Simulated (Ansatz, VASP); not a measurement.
# Ga2BSb3 in VASP and in Ansatz

```
Ga B Sb
1.0
     4.99105    0.00000    0.00000
    -2.49552    4.32238    0.00000
     0.00000    0.00000    6.36767
Ga B Sb
2 1 3
Direct
  0.66667 0.33333 0.22495
  0.66667 0.33333 0.77505
  0.00000 0.00000 0.00000
  0.00000 0.00000 0.50000
  0.33333 0.66667 0.00000
  0.33333 0.66667 0.50000
```

Change from the starting cell: species swapped into the La2Al3Ge type (P-6m2, No. 187).

Alike in both runs: functional PBE; k mesh 6 × 6 × 2; occupations gaussian, width 0.1 eV; no spin polarisation.

Ansatz relaxed the structure, and its values are those at the end. VASP's run is a single point on that final structure, the one shown.

|  | VASP | Ansatz |
| --- | --- | --- |
| version | VASP 6.6.1 | Ansatz 0.2.0 |
| potentials or method | VASP PAW PBE potentials, release 64 (Ga_d, B, Sb), cutoff 520 eV | scalar-relativistic, plane waves, PAW |
| valence electrons in the cell | 44 | 74 |

|  | VASP | Ansatz | Ansatz less VASP |
| --- | --- | --- | --- |
| gap on the k mesh at the Fermi level (eV) | none | none | - |
| pressure (GPa) | 0.1 | 0.1 | 0.00 |

A gap of «none» marks a metal or a gap that the smearing closes. VASP's potentials hold 44 valence electrons a cell and Ansatz's 74, so a difference there can come from the potentials and not from the codes.

The k mesh is coarse, so the values compare programs but aren't converged. Neither program's run includes spin-orbit coupling.
